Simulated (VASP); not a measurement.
# Ga (C2/c) in VASP: a series of runs

Ga is run at these levels: PBEsol; tasks: electric field gradients.

Everything below comes from runs of VASP 6.6.1. Logs are shortened: lines on timing, memory, paths and dates and some standing lists are left out, and cuts for length are marked.

### Step 1. The cell of the first run

Symmetry: C2/c, No. 15, monoclinic system. Conventional cell: a = 2.729 Å, b = 7.944 Å, c = 3.287 Å, α = 90.00°, β = 92.02°, γ = 90.00°. Ga (site symmetry 2) has 10 Ga at 2.65 to 3.29 Å within 3.5 Å.

### Step 2. Electric field gradients, PBEsol (volume scaled by 0.96)

INCAR

```
SYSTEM = Ga
PREC     = Accurate       ! precision mode
ENCUT    = 520            ! plane-wave cutoff, eV
EDIFF    = 1E-8           ! SCF threshold, eV
ISMEAR   = -1             ! smearing method
SIGMA    = 0.03           ! smearing width, eV
LREAL    = .FALSE.        ! projectors in reciprocal space
LASPH    = .TRUE.         ! aspherical terms in the spheres
NELM     = 100            ! most SCF steps
ALGO     = Normal         ! electronic algorithm
ISIF     = 2              ! what is computed and relaxed
LWAVE    = .FALSE.        ! write WAVECAR
LCHARG   = .FALSE.        ! write CHGCAR
GGA      = PS             ! functional
LEFG     = .TRUE.       
NBANDS   = 20             ! bands
```

KPOINTS

```
regular mesh
0
G
  14 14 11
  0 0 0
```

POSCAR

```
Ga
1.0
    1.3643085195     -3.9720811669      0.0000000000
    1.3643085195      3.9720811669      0.0000000000
   -0.1158626432      0.0000000000      3.2849254291
Ga
2
Direct
    0.8690000000      0.1310000000      0.2500000000
    0.1310000000      0.8690000000      0.7500000000
```

Potentials or basis: VASP PAW PBE potentials, release 64 (Ga_d).

Run with:

```console
> cat potpaw_PBE.64/Ga_d/POTCAR > POTCAR
> mpirun -np 1 vasp_std > vasp.out
```

OUTCAR:

```text
SYSTEM = Ga
   PREC = Accurate
   ENCUT = 520
   EDIFF = 1E-8
   ISMEAR = -1
   LREAL = .FALSE.
   LASPH = .TRUE.
   NELM = 100
   ISIF = 2
   GGA = PS

 ion  position               nearest neighbor table
   1  0.869  0.131  0.250-   2 2.65   2 2.65   2 2.82   2 2.82   2 2.88   2 2.88
   2  0.131  0.869  0.750-   1 2.65   1 2.65   1 2.82   1 2.82   1 2.88   1 2.88

  LATTYP: Found a base centered monoclinic cell.
 ALAT       =     2.7286170390
 B/A-ratio  =     2.9114244397
 C/A-ratio  =     1.2046278548
 COS(beta)  =    -0.0352490928

  Lattice vectors:

 A1 = (   1.3643085195,  -3.9720811669,   0.0000000000)
 A2 = (   1.3643085195,   3.9720811669,   0.0000000000)
 A3 = (  -0.1158626432,   0.0000000000,   3.2849254291)

Analysis of symmetry for initial positions (statically):
=====================================================================
 Subroutine PRICEL returns:
 Original cell was already a primitive cell.

 Routine SETGRP: Setting up the symmetry group for a
 base centered monoclinic supercell.

 Subroutine GETGRP returns: Found  4 space group operations
 (whereof  2 operations were pure point group operations)
 out of a pool of  4 trial point group operations.

The static configuration has the point symmetry S_2 .
 The point group associated with its full space group is C_2h.

Analysis of symmetry for dynamics (positions and initial velocities):
=====================================================================
 Subroutine PRICEL returns:
 Original cell was already a primitive cell.

 Routine SETGRP: Setting up the symmetry group for a
 base centered monoclinic supercell.

 Subroutine GETGRP returns: Found  4 space group operations
 (whereof  2 operations were pure point group operations)
 out of a pool of  4 trial point group operations.

The dynamic configuration has the point symmetry S_2 .
 The point group associated with its full space group is C_2h.

 Subroutine INISYM returns: Found  4 space group operations
 (whereof  2 operations are pure point group operations),
 and found     1 'primitive' translations

----------------------------------------------------------------------------------------

                                     Primitive cell

  volume of cell :      35.6030

  direct lattice vectors                    reciprocal lattice vectors
     1.364308519 -3.972081167  0.000000000     0.366486020 -0.125878596  0.012926333
     1.364308519  3.972081167  0.000000000     0.366486020  0.125878596  0.012926333
    -0.115862643  0.000000000  3.284925429     0.000000000  0.000000000  0.304420914

  length of vectors
     4.199853156  4.199853156  3.286968090     0.387717054  0.387717054  0.304420914

  position of ions in fractional coordinates (direct lattice)
     0.869000000  0.131000000  0.250000000
     0.131000000  0.869000000  0.750000000

  ion indices of the primitive-cell ions
   primitive index   ion index
                 1           1
                 2           2

----------------------------------------------------------------------------------------

 KPOINTS: regular mesh

Automatic generation of k-mesh.
 Grid dimensions read from file:
 generate k-points for:   14   14   11

 Generating k-lattice:

  Cartesian coordinates                     Fractional coordinates (reciprocal lattice)
     0.026177573 -0.008991328  0.000923309     0.071428571  0.000000000  0.000000000
     0.026177573  0.008991328  0.000923309     0.000000000  0.071428571  0.000000000
     0.000000000  0.000000000  0.027674629     0.000000000  0.000000000  0.090909091

  Length of vectors
     0.027694075  0.027694075  0.027674629

  Shift w.r.t. Gamma in fractional coordinates (k-lattice)
     0.000000000  0.000000000  0.000000000

 Subroutine IBZKPT returns following result:
 ===========================================

 Found    582 irreducible k-points:

 Following reciprocal coordinates:
            Coordinates               Weight
  0.000000  0.000000  0.000000      1.000000
  0.071429  0.000000  0.000000      4.000000
  0.142857  0.000000  0.000000      4.000000
  0.214286  0.000000  0.000000      4.000000
  0.285714  0.000000  0.000000      4.000000
  0.357143  0.000000  0.000000      4.000000
[... 16 lines left out ...]
  0.214286  0.142857  0.000000      4.000000
  0.285714  0.142857  0.000000      4.000000
 [... further k-points ...]
   k-points           NKPTS =    582   k-points in BZ     NKDIM =    582   number of bands    NBANDS=     20
   number of dos      NEDOS =    301   number of ions     NIONS =      2
   total plane-waves  NPLWV =  24576
   dimension x,y,z NGX =    32 NGY =   32 NGZ =   24
   dimension x,y,z NGXF=    64 NGYF=   64 NGZF=   48
   ions per type =               2
   NGX,Y,Z   is equivalent  to a cutoff of  12.67, 12.67, 12.14 a.u.
   NGXF,Y,Z  is equivalent  to a cutoff of  25.33, 25.33, 24.28 a.u.
 SYSTEM =  Ga
   PREC   = accura    normal or accurate (medium, high low for compatibility)
   ISTART =      0    job   : 0-new  1-cont  2-samecut
   ICHARG =      2    charge: 1-file 2-atom 10-const
   ISPIN  =      1    spin polarized calculation?
   LNONCOLLINEAR =      F non collinear calculations
   LSORBIT =      F    spin-orbit coupling
   LASPH  =      T    aspherical Exc in radial PAW
   ENCUT  =  520.0 eV  38.22 Ry    6.18 a.u.   7.81  7.81  6.11*2*pi/ulx,y,z
   NELM   =    100;   NELMIN=  2; NELMDL= -5     # of ELM steps
   EDIFF  = 0.1E-07   stopping-criterion for ELM
   LREAL  =      F    real-space projection
   EDIFFG = 0.1E-06   stopping-criterion for IOM
   NSW    =      0    number of steps for IOM
   IBRION =     -1    ionic relax: 0-MD 1-quasi-New 2-CG
   NFREE  =      0    steps in history (QN), initial steepest desc. (CG)
   ISIF   =      2    stress and relaxation
   ISYM   =      2    0-nonsym 1-usesym 2-fastsym
   POTIM  = 0.5000    time-step for ionic-motion
   TEBEG  =    0.0;   TEEND  =   0.0 temperature during run
   PSTRESS=    0.0 pullay stress
   NELECT =      26.0000    total number of electrons
   NUPDOWN=      -1.0000    fix difference up-down
   EMIN   =  10.00;   EMAX   =-10.00  energy-range for DOS
   EFERMI =   0.00;   METHOD = LEGACY
   ISMEAR =    -1;   SIGMA  =   0.03  broadening in eV -4-tet -1-fermi 0-gaus
   EFERMI_NEDOS =   21; number of points for ismear=-14 and -15
   IALGO  =     38    algorithm
   IMIX   =      4    mixing-type and parameters
     AMIX     =   0.40;   BMIX     =  1.00
     AMIX_MAG =   1.60;   BMIX_MAG =  1.00
  volume/ion in A,a.u.               =      17.80       120.13
  Fermi-wavevector in a.u.,A,eV,Ry     =   1.474248  2.785925 29.570999  2.173407
  Thomas-Fermi vector in A             =   2.589042
   LORBIT       =      0    0 simple, 1 ext, 2 COOP (PROOUT), +10 PAW based schemes
   GGA     = PS    functional components
   LHFCALC =     F    Hartree Fock is set to
   AEXX    =    0.0000 exact exchange contribution
   IVDW    =     0    specifies the selected vdW correction
   LEPSILON=     F    determine dielectric tensor
   LRPA    =     F    only Hartree local field effects (RPA)
 non-spin polarized calculation
  energy-cutoff  :      520.00
  volume of cell :       35.60
 maximum number of plane-waves:       979
   NGX = 15   NGY = 15   NGZ = 13

 number of electron      26.0000008 magnetization

 Free energy of the ion-electron system (eV)
  ---------------------------------------------------
  ext. energy  EPLUGINS =         0.00000000
  ---------------------------------------------------
  free energy    TOTEN  =        -6.67939418 eV

  energy without entropy =       -6.67762596  energy(sigma->0) =       -6.67851007

 E-fermi :   5.8886     XC(G=0): -11.4046

 val. band max:        5.8778889020   @ k =   0.5000   0.0714   0.3636
 cond. band min:       5.8958232382   @ k =   0.4286   0.2857   0.1818
 fundamental gap:      0.0179343362
 Fermi energy:         5.8886082177

 k-point     1 :       0.0000    0.0000    0.0000
  band No.  band energies     occupation
      1      -9.2726      2.00000
      2      -9.2656      2.00000
      3      -9.2222      2.00000
      4      -9.2029      2.00000
      5      -8.8916      2.00000
      6      -8.8898      2.00000
[... 12 lines left out ...]
     19      16.9413      0.00000
     20      19.2592      0.00000

 k-point     2 :       0.0714    0.0000    0.0000
  band No.  band energies     occupation
      1      -9.2680      2.00000
      2      -9.2563      2.00000
      3      -9.2111      2.00000
      4      -9.1794      2.00000
      5      -8.9023      2.00000
      6      -8.9000      2.00000
[... 498 lines left out ...]
 k-point    24 :       0.2857    0.1429    0.0000
  band No.  band energies     occupation
      1      -9.2180      2.00000
      2      -9.1706      2.00000
      3      -9.1302      2.00000
      4      -9.0590      2.00000
      5      -9.0274      2.00000
      6      -8.9846      2.00000
[... 12 lines left out ...]
     19      17.6652      0.00000
     20      18.5876      0.00000

 [... further k-points ...]
[... 5 lines left out ...]
  --------------------------------------------------------------------------------------
  -------------------------------------------------------------------------------------
  Total        0.1294708      0.1679782      0.1024431      0.0000000      0.0000000     -0.0282343
  in kB        5.8263445      7.5592261      4.6100638      0.0000000      0.0000000     -1.2705763
  external PRESSURE =       5.9985448 kB  Pullay stress =       0.0000000 kB

 VOLUME and BASIS-vectors are now :
 -----------------------------------------------------------------------------
  energy-cutoff  :      520.00
  volume of cell :       35.60
      direct lattice vectors                 reciprocal lattice vectors
     1.364308519 -3.972081167  0.000000000     0.366486020 -0.125878596  0.012926333
     1.364308519  3.972081167  0.000000000     0.366486020  0.125878596  0.012926333
    -0.115862643  0.000000000  3.284925429     0.000000000  0.000000000  0.304420914

 POSITION                                       TOTAL-FORCE (eV/Angst)
 -----------------------------------------------------------------------------------
      1.33534     -2.93140      0.82123         0.000000      0.200377     -0.000000
      1.27741      2.93140      2.46369        -0.000000     -0.200377      0.000000
 -----------------------------------------------------------------------------------
    total drift:                                0.000000      0.000000     -0.000000

  FREE ENERGIE OF THE ION-ELECTRON SYSTEM (eV)
  ---------------------------------------------------
  free  energy   TOTEN  =        -6.6793941755 eV

  energy  without entropy=       -6.6776259615  energy(sigma->0) =       -6.67851007

 Electric field gradients (V/A^2)
---------------------------------------------------------------------
 ion       V_xx      V_yy      V_zz      V_xy      V_xz      V_yz
---------------------------------------------------------------------
   1      -7.244   -18.685    25.929     0.000    -2.463    -0.000
   2      -7.244   -18.685    25.929     0.000    -2.463    -0.000
---------------------------------------------------------------------

 Electric field gradients after diagonalization (V/A^2)
 (convention: |V_zz| > |V_xx| > |V_yy|)
----------------------------------------------------------------------
 ion       V_xx      V_yy      V_zz     asymmetry (V_yy - V_xx)/ V_zz
----------------------------------------------------------------------
   1     -18.685    -7.426    26.111       0.431
   2     -18.685    -7.426    26.111       0.431
----------------------------------------------------------------------

           NMR quadrupolar parameters

 Cq : quadrupolar parameter    Cq=e*Q*V_zz/h
 eta: asymmetry parameters     (V_yy - V_xx)/ V_zz
 Q  : nuclear electric quadrupole moment in mb (millibarn)
----------------------------------------------------------------------
 ion       Cq(MHz)       eta       Q (mb)
----------------------------------------------------------------------
   1       0.063       0.431       1.000
   2       0.063       0.431       1.000
----------------------------------------------------------------------
```

Wall time 2.6 min (1 thread of Intel Xeon Platinum 8559C (Emerald Rapids), shared host); peak memory 0.42 GiB.

Results:

```yaml
Free_energy: -6.6794 eV
Pressure: 0.6 GPa
Largest_force: 0.200 eV/Å
Band_gap_on_the_k_mesh: zero (band 13 reaches 9.98 eV, above the bottom of band 14 at 1.73 eV)
```

Forces in eV/Å, atoms in the order of the input:
```
Ga   0.000  0.200  0.000
Ga   0.000 -0.200  0.000
```

Stress tensor (GPa, compression positive):
```
 0.58  0.00 -0.13
 0.00  0.76  0.00
-0.13  0.00  0.46
```

Electric field gradients, principal values (V/Å²):
| atom | least | middle | greatest (by size) |
| --- | --- | --- | --- |
| 1 Ga | -7.426 | -18.685 | 26.111 |
| 2 Ga | -7.426 | -18.685 | 26.111 |

Caveat: without QUAD_EFG the Cq values of the log hold for a quadrupole moment of 1 mb, not for the nuclei; the PAW data sets were made with another functional, which shifts forces and pressure a little.

[end of part 1 of 2]
